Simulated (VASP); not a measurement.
# Zr (I4/mmm) in VASP: notebook

Zr is run at these levels: PBE; tasks: single point.

All numbers are computed with VASP 6.6.1; they aren't measurements. Logs are shortened: lines on timing, memory, paths and dates and some standing lists are left out, and cuts for length are marked.

### Step 1. The cell of the first run

Symmetry: I4/mmm, No. 139, tetragonal system. The conventional cell has a = 3.620 Å, b = 3.620 Å, c = 3.511 Å, α = 90.00°, β = 90.00°, γ = 90.00°. Within 4.1 Å of Zr (site symmetry 4/mmm) lie 14 Zr at 3.10 to 3.62 Å.

### Step 2. Single point, PBE (zz strain of -3 %)

File INCAR:

```
  PREC = Accurate
  ENCUT = 520
  EDIFF = 1E-6
  ISMEAR = -1
  SIGMA = 0.08
  LREAL = False
  LASPH = True
  NELM = 100
  ALGO = Normal
  ISIF = 2
  LWAVE = False
  LCHARG = True
  GGA = PE
  LELF = True
  LVHAR = True
  NBANDS = 12
```

File KPOINTS:

```
regular mesh
0
Gamma
  14 14 14
```

File POSCAR:

```
Zr
1.0
   -1.8100000000      1.8100000000      1.7557000000
    1.8100000000     -1.8100000000      1.7557000000
    1.8100000000      1.8100000000     -1.7557000000
Zr
1
Direct
    0.0000000000      0.0000000000      0.0000000000
```

Potentials or basis: VASP PAW PBE potentials, release 64 (Zr_sv).

Started as:

```bash
> cat potpaw_PBE.64/Zr_sv/POTCAR > POTCAR
> mpirun -np 1 vasp_std > vasp.out
```

OUTCAR:

```text
PREC = Accurate
   ENCUT = 520
   EDIFF = 1E-6
   ISMEAR = -1
   LREAL = False
   LASPH = True
   NELM = 100
   ISIF = 2
   GGA = PE

 ion  position               nearest neighbor table
   1  0.000  0.000  0.000-

  LATTYP: Found a body centered tetragonal cell.
 ALAT       =     3.6200000000
 C/A-ratio  =     0.9700000000

  Lattice vectors:

 A1 = (  -1.8100000000,   1.8100000000,   1.7557000000)
 A2 = (   1.8100000000,  -1.8100000000,   1.7557000000)
 A3 = (   1.8100000000,   1.8100000000,  -1.7557000000)

Analysis of symmetry for initial positions (statically):
=====================================================================
 Subroutine PRICEL returns:
 Original cell was already a primitive cell.

 Routine SETGRP: Setting up the symmetry group for a
 body centered tetragonal supercell.

 Subroutine GETGRP returns: Found 16 space group operations
 (whereof 16 operations were pure point group operations)
 out of a pool of 16 trial point group operations.

The static configuration has the point symmetry D_4h.

Analysis of symmetry for dynamics (positions and initial velocities):
=====================================================================
 Subroutine PRICEL returns:
 Original cell was already a primitive cell.

 Routine SETGRP: Setting up the symmetry group for a
 body centered tetragonal supercell.

 Subroutine GETGRP returns: Found 16 space group operations
 (whereof 16 operations were pure point group operations)
 out of a pool of 16 trial point group operations.

The dynamic configuration has the point symmetry D_4h.

 Subroutine INISYM returns: Found 16 space group operations
 (whereof 16 operations are pure point group operations),
 and found     1 'primitive' translations

----------------------------------------------------------------------------------------

                                     Primitive cell

  volume of cell :      23.0074

  direct lattice vectors                    reciprocal lattice vectors
    -1.810000000  1.810000000  1.755700000     0.000000000  0.276243094  0.284786695
     1.810000000 -1.810000000  1.755700000     0.276243094  0.000000000  0.284786695
     1.810000000  1.810000000 -1.755700000     0.276243094  0.276243094  0.000000000

  length of vectors
     3.103978494  3.103978494  3.103978494     0.396753965  0.396753965  0.390666730

  position of ions in fractional coordinates (direct lattice)
     0.000000000  0.000000000  0.000000000

  ion indices of the primitive-cell ions
   primitive index   ion index
                 1           1

----------------------------------------------------------------------------------------

 KPOINTS: regular mesh

Automatic generation of k-mesh.
 Grid dimensions read from file:
 generate k-points for:   14   14   14

 Generating k-lattice:

  Cartesian coordinates                     Fractional coordinates (reciprocal lattice)
     0.000000000  0.019731650  0.020341907     0.071428571 -0.000000000  0.000000000
     0.019731650  0.000000000  0.020341907    -0.000000000  0.071428571  0.000000000
     0.019731650  0.019731650  0.000000000     0.000000000  0.000000000  0.071428571

  Length of vectors
     0.028339569  0.028339569  0.027904766

  Shift w.r.t. Gamma in fractional coordinates (k-lattice)
     0.000000000  0.000000000  0.000000000

 Subroutine IBZKPT returns following result:
 ===========================================

 Found    244 irreducible k-points:

 Following reciprocal coordinates:
            Coordinates               Weight
  0.000000  0.000000  0.000000      1.000000
  0.071429 -0.000000  0.000000      8.000000
  0.142857  0.000000 -0.000000      8.000000
  0.214286  0.000000 -0.000000      8.000000
  0.285714  0.000000 -0.000000      8.000000
  0.357143  0.000000 -0.000000      8.000000
[... 16 lines left out ...]
  0.214286  0.142857 -0.000000     16.000000
  0.285714  0.142857 -0.000000     16.000000
 [... further k-points ...]
   k-points           NKPTS =    244   k-points in BZ     NKDIM =    244   number of bands    NBANDS=     12
   number of dos      NEDOS =    301   number of ions     NIONS =      1
   total plane-waves  NPLWV =  13824
   dimension x,y,z NGX =    24 NGY =   24 NGZ =   24
   dimension x,y,z NGXF=    48 NGYF=   48 NGZF=   48
   ions per type =               1
   NGX,Y,Z   is equivalent  to a cutoff of  12.85, 12.85, 12.85 a.u.
   NGXF,Y,Z  is equivalent  to a cutoff of  25.71, 25.71, 25.71 a.u.
 SYSTEM =  unknown system
   PREC   = accura    normal or accurate (medium, high low for compatibility)
   ISTART =      0    job   : 0-new  1-cont  2-samecut
   ICHARG =      2    charge: 1-file 2-atom 10-const
   ISPIN  =      1    spin polarized calculation?
   LNONCOLLINEAR =      F non collinear calculations
   LSORBIT =      F    spin-orbit coupling
   LASPH  =      T    aspherical Exc in radial PAW
   ENCUT  =  520.0 eV  38.22 Ry    6.18 a.u.   5.77  5.77  5.77*2*pi/ulx,y,z
   NELM   =    100;   NELMIN=  2; NELMDL= -5     # of ELM steps
   EDIFF  = 0.1E-05   stopping-criterion for ELM
   LREAL  =      F    real-space projection
   EDIFFG = 0.1E-04   stopping-criterion for IOM
   NSW    =      0    number of steps for IOM
   IBRION =     -1    ionic relax: 0-MD 1-quasi-New 2-CG
   NFREE  =      0    steps in history (QN), initial steepest desc. (CG)
   ISIF   =      2    stress and relaxation
   ISYM   =      2    0-nonsym 1-usesym 2-fastsym
   POTIM  = 0.5000    time-step for ionic-motion
   TEBEG  =    0.0;   TEEND  =   0.0 temperature during run
   PSTRESS=    0.0 pullay stress
   NELECT =      12.0000    total number of electrons
   NUPDOWN=      -1.0000    fix difference up-down
   EMIN   =  10.00;   EMAX   =-10.00  energy-range for DOS
   EFERMI =   0.00;   METHOD = LEGACY
   ISMEAR =    -1;   SIGMA  =   0.08  broadening in eV -4-tet -1-fermi 0-gaus
   EFERMI_NEDOS =   21; number of points for ismear=-14 and -15
   IALGO  =     38    algorithm
   IMIX   =      4    mixing-type and parameters
     AMIX     =   0.40;   BMIX     =  1.00
     AMIX_MAG =   1.60;   BMIX_MAG =  1.00
  volume/ion in A,a.u.               =      23.01       155.26
  Fermi-wavevector in a.u.,A,eV,Ry     =   1.317790  2.490261 23.627464  1.736570
  Thomas-Fermi vector in A             =   2.447806
   LORBIT       =      0    0 simple, 1 ext, 2 COOP (PROOUT), +10 PAW based schemes
   GGA     = PE    functional components
   LHFCALC =     F    Hartree Fock is set to
   AEXX    =    0.0000 exact exchange contribution
   IVDW    =     0    specifies the selected vdW correction
   LEPSILON=     F    determine dielectric tensor
   LRPA    =     F    only Hartree local field effects (RPA)
 non-spin polarized calculation
  energy-cutoff  :      520.00
  volume of cell :       23.01
 maximum number of plane-waves:       642
   NGX = 11   NGY = 11   NGZ = 11

 number of electron      12.0000000 magnetization

 Free energy of the ion-electron system (eV)
  ---------------------------------------------------
  ext. energy  EPLUGINS =         0.00000000
  ---------------------------------------------------
  free energy    TOTEN  =        -8.45552738 eV

  energy without entropy =       -8.41602049  energy(sigma->0) =       -8.43577393

 E-fermi :   8.8442     XC(G=0): -11.1302

 val. band max:        8.8422854528   @ k =  -0.0714   0.2857   0.0714
 cond. band min:       8.8487997020   @ k =   0.2857   0.2143   0.1429
 fundamental gap:      0.0065142492
 Fermi energy:         8.8441962246

 k-point     1 :       0.0000    0.0000    0.0000
  band No.  band energies     occupation
      1     -39.6270      2.00000
      2     -17.1247      2.00000
      3     -17.1247      2.00000
      4     -17.1212      2.00000
      5       3.4550      2.00000
      6       9.7744      0.00002
      7      10.0813      0.00000
      8      10.0813      0.00000
      9      12.2580      0.00000
     10      12.6741      0.00000
     11      21.1213      0.00000
     12      21.1213      0.00000

 k-point     2 :       0.0714   -0.0000    0.0000
  band No.  band energies     occupation
      1     -39.6192      2.00000
      2     -17.1762      2.00000
      3     -17.1413      2.00000
      4     -17.1239      2.00000
      5       3.6329      2.00000
      6       9.7468      0.00003
      7      10.0338      0.00000
      8      10.1572      0.00000
      9      12.2109      0.00000
     10      12.5453      0.00000
     11      21.3953      0.00000
     12      21.4461      0.00000

 k-point     3 :       0.1429    0.0000   -0.0000
  band No.  band energies     occupation
      1     -39.5972      2.00000
      2     -17.3228      2.00000
      3     -17.1874      2.00000
      4     -17.1265      2.00000
      5       4.1345      2.00000
      6       9.4736      0.00077
      7       9.8292      0.00001
      8      10.6147      0.00000
      9      12.0588      0.00000
     10      12.4439      0.00000
     11      21.7969      0.00000
     12      22.3669      0.00000
[... 286 lines left out ...]
 k-point    23 :       0.2143    0.1429   -0.0000
  band No.  band energies     occupation
      1     -39.5155      2.00000
      2     -17.7913      2.00000
      3     -17.3434      2.00000
      4     -17.1954      2.00000
      5       5.9990      2.00000
      6       8.6293      1.87239
      7       8.8682      0.85086
      8      11.8195      0.00000
      9      13.0757      0.00000
     10      13.1518      0.00000
     11      21.2952      0.00000
     12      22.1505      0.00000

 k-point    24 :       0.2857    0.1429   -0.0000
  band No.  band energies     occupation
      1     -39.4865      2.00000
      2     -17.9348      2.00000
      3     -17.4289      2.00000
      4     -17.2023      2.00000
      5       6.4340      2.00000
      6       8.3413      1.99628
      7       9.0444      0.15130
      8      12.0562      0.00000
      9      13.3479      0.00000
     10      14.3049      0.00000
     11      20.1350      0.00000
     12      21.0016      0.00000

 [... further k-points ...]
[... 5 lines left out ...]
  --------------------------------------------------------------------------------------
  -------------------------------------------------------------------------------------
  Total       -0.0572100     -0.0572100     -0.1091527      0.0000000     -0.0000000      0.0000000
  in kB       -3.9839590     -3.9839590     -7.6011188      0.0000000     -0.0000000      0.0000000
  external PRESSURE =      -5.1896789 kB  Pullay stress =       0.0000000 kB

 VOLUME and BASIS-vectors are now :
 -----------------------------------------------------------------------------
  energy-cutoff  :      520.00
  volume of cell :       23.01
      direct lattice vectors                 reciprocal lattice vectors
    -1.810000000  1.810000000  1.755700000     0.000000000  0.276243094  0.284786695
     1.810000000 -1.810000000  1.755700000     0.276243094  0.000000000  0.284786695
     1.810000000  1.810000000 -1.755700000     0.276243094  0.276243094  0.000000000

 POSITION                                       TOTAL-FORCE (eV/Angst)
 -----------------------------------------------------------------------------------
      0.00000      0.00000      0.00000        -0.000000     -0.000000      0.000000
 -----------------------------------------------------------------------------------
    total drift:                                0.000000      0.000000      0.000000

  FREE ENERGIE OF THE ION-ELECTRON SYSTEM (eV)
  ---------------------------------------------------
  free  energy   TOTEN  =        -8.4555273822 eV

  energy  without entropy=       -8.4160204876  energy(sigma->0) =       -8.43577393
```

It took 32 s on 1 thread of Intel Xeon 8259CL, shared host; peak memory 0.19 GiB.

What came out:

- Free energy: -8.4555 eV
- Pressure: -0.5 GPa
- Band gap on the k mesh: zero (bands 6 and 7 overlap by 1.68 eV)

Stress tensor (GPa, compression positive):
```
-0.40  0.00  0.00
 0.00 -0.40  0.00
 0.00  0.00 -0.76
```

Levels at points of the mesh, in eV from the Fermi level:
```
           k point  band 4  band 5  band 6  band 7  band 8  band 9
(0.00, 0.00, 0.00)  -25.97   -5.39    0.93    1.24    1.24    3.41
(0.50, 0.00, 0.00)  -25.99   -2.81   -0.79    1.70    3.70    4.43
(0.50, 0.50, 0.00)  -25.96   -2.81   -0.46    1.52    3.36    4.18
(0.50, 0.50, 0.50)  -26.61   -2.62   -2.54    5.68    5.68    5.77
```

Caveat: the cell differs from its parent crystal (zz strain of -3 %).

### Step 3. Single point, PBE (zz strain of -2 %)

File INCAR:

```
SYSTEM = Zr
ALGO = Normal ; EDIFF = 1E-6
ENCUT = 520 ; GGA = PE
ISIF = 2 ; ISMEAR = -1
LASPH = .TRUE. ; LCHARG = .TRUE.
LELF = .TRUE. ; LREAL = .FALSE.
LVHAR = .TRUE. ; LWAVE = .FALSE.
NBANDS = 12 ; NELM = 100
PREC = Accurate ; SIGMA = 0.08
```

File KPOINTS:

```
k-points
0
G
  14 14 14
  0 0 0
```

File POSCAR:

```
Zr
1.0
   -1.8100000000      1.8100000000      1.7738000000
    1.8100000000     -1.8100000000      1.7738000000
    1.8100000000      1.8100000000     -1.7738000000
Zr
1
Direct
    0.0000000000      0.0000000000      0.0000000000
```

Potentials or basis: VASP PAW PBE potentials, release 64 (Zr_sv).

Started as:

```bash
> cat potpaw_PBE.64/Zr_sv/POTCAR > POTCAR
> mpirun -np 1 vasp_std > vasp.out
```

Run time: 34 s. Hardware: 1 thread of Intel Xeon 8259CL, shared host; peak memory 0.19 GiB.

The run converged. Its results:

```
Free energy            : -8.4539 eV
Pressure               : -1.4 GPa
Band gap on the k mesh : zero (bands 6 and 7 overlap by 1.71 eV)
```

Stress tensor (GPa, compression positive):
```
-1.33  0.00  0.00
 0.00 -1.33  0.00
 0.00  0.00 -1.53
```

Levels at points of the mesh, in eV from the Fermi level:
| k point | band 3 | band 4 | band 5 | band 6 | band 7 | band 8 | band 9 | band 10 |
| --- | --- | --- | --- | --- | --- | --- | --- | --- |
| (0.00, 0.00, 0.00) | -26.00 | -26.00 | -5.37 | 0.99 | 1.19 | 1.19 | 3.46 | 3.73 |
| (0.50, 0.00, 0.00) | -26.32 | -26.02 | -2.78 | -0.73 | 1.64 | 3.65 | 4.33 | 6.32 |
| (0.50, 0.50, 0.00) | -26.30 | -26.00 | -2.78 | -0.52 | 1.52 | 3.41 | 4.17 | 6.28 |
| (0.50, 0.50, 0.50) | -26.68 | -26.64 | -2.56 | -2.51 | 5.62 | 5.62 | 5.68 | 7.27 |

Caveat: the cell differs from its parent crystal (zz strain of -2 %).
